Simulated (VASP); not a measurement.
**ZrWS3: single point with PBE**

The system is ZrWS3.

```
Zr W S
1.0
     2.64576   -4.20490    0.00000
     2.64576    4.20490    0.00000
     0.00000    0.00000    5.72473
Zr W S
1 1 3
Cartesian
  2.6458 0.0000 0.0000
  2.6458 0.0000 2.8624
  2.6458 2.0696 2.8624
  2.6458 -2.0696 2.8624
  0.0000 0.0000 2.8624
```

| Quantity | Value |
| --- | --- |
| Program | VASP 6.6.1 |
| Task | single point |
| Functional | PBE |
| Potentials or basis | VASP PAW PBE potentials, release 64 (Zr_sv, W_sv, S) |
| Cutoff | 520 eV |
| k mesh | 4 × 4 × 4 |
| Occupations | gaussian, width 0.1 eV |
| Spin | collinear spin |
| Starting moments | [0.99, -0.04, 0.01, 0.01, 0.0] μB |

The pressure is 10.0 GPa and the largest force is 1.548 eV/Å. The net moment is 1.75 μB per cell and the site moments are Zr +0.98; W -0.06; S +0.01, +0.00 μB. The valence electrons inside the program's atomic spheres are Zr 9.67; W 12.40; S 3.75, 3.60.

Forces in eV/Å, atoms in the order of the input:
```
Zr   0.000  0.000  0.000
W    0.000  0.000  0.000
S    0.000  1.548  0.000
S    0.000 -1.548  0.000
S    0.000  0.000  0.000
```

Stress tensor (GPa, compression positive):
```
 3.88  0.00  0.00
 0.00 31.94  0.00
 0.00  0.00 -5.91
```

Levels at points of the mesh, in eV from the Fermi level:
Spin up:
| k point | band 19 | band 20 | band 21 | band 22 | band 23 | band 24 | band 25 | band 26 | band 27 | band 28 |
| --- | --- | --- | --- | --- | --- | --- | --- | --- | --- | --- |
| (0.00, 0.00, 0.00) | -1.92 | -1.85 | -1.74 | -0.40 | -0.15 | -0.14 | 0.22 | 1.21 | 1.37 | 2.06 |
| (0.50, 0.00, 0.00) | -3.24 | -1.99 | -0.95 | -0.60 | 0.01 | 0.52 | 0.59 | 0.61 | 0.96 | 2.22 |
| (0.50, 0.50, 0.00) | -2.64 | -2.10 | -2.08 | -0.57 | 0.20 | 0.25 | 0.48 | 0.63 | 0.72 | 1.61 |
| (0.00, 0.00, 0.50) | -1.44 | -0.85 | -0.83 | -0.59 | -0.07 | 0.17 | 0.27 | 0.32 | 0.40 | 0.72 |
| (0.50, 0.00, 0.50) | -2.10 | -1.09 | -0.62 | -0.07 | 0.00 | 0.20 | 0.39 | 0.43 | 0.46 | 0.62 |
| (0.50, 0.50, 0.50) | -2.68 | -1.23 | -1.06 | -0.06 | 0.07 | 0.17 | 0.23 | 0.36 | 0.56 | 0.63 |
Spin down:
```
           k point  band 17  band 18  band 19  band 20  band 21  band 22  band 23  band 24  band 25  band 26
(0.00, 0.00, 0.00)    -4.42    -3.40    -1.91    -1.70    -0.67    -0.05     0.05     1.04     1.17     1.24
(0.50, 0.00, 0.00)    -3.80    -3.48    -3.02    -1.97    -0.41     0.06     0.46     1.30     1.39     1.44
(0.50, 0.50, 0.00)    -3.15    -2.72    -2.63    -2.03    -1.96     0.19     0.43     0.65     1.55     1.62
(0.00, 0.00, 0.50)    -4.21    -2.14    -1.40    -0.89    -0.06     0.37     0.37     0.69     0.72     0.90
(0.50, 0.00, 0.50)    -3.58    -3.50    -2.06    -1.06     0.15     0.22     0.38     0.55     0.98     1.04
(0.50, 0.50, 0.50)    -2.70    -2.66    -2.64    -1.24    -1.02     0.52     0.55     0.75     0.93     0.98
```

It took 3.8 min on 1 thread of Intel(R) Xeon(R) Platinum 8259CL CPU @ 2.50GHz (Skylake/Cascade Lake), on a shared host, peak memory 0.4 GiB.

Caveat: spin-orbit coupling is left out, which moves the levels of the heavy elements; forces of over 1 eV/Å act on the atoms, so gaps and moduli don't describe the material at rest.
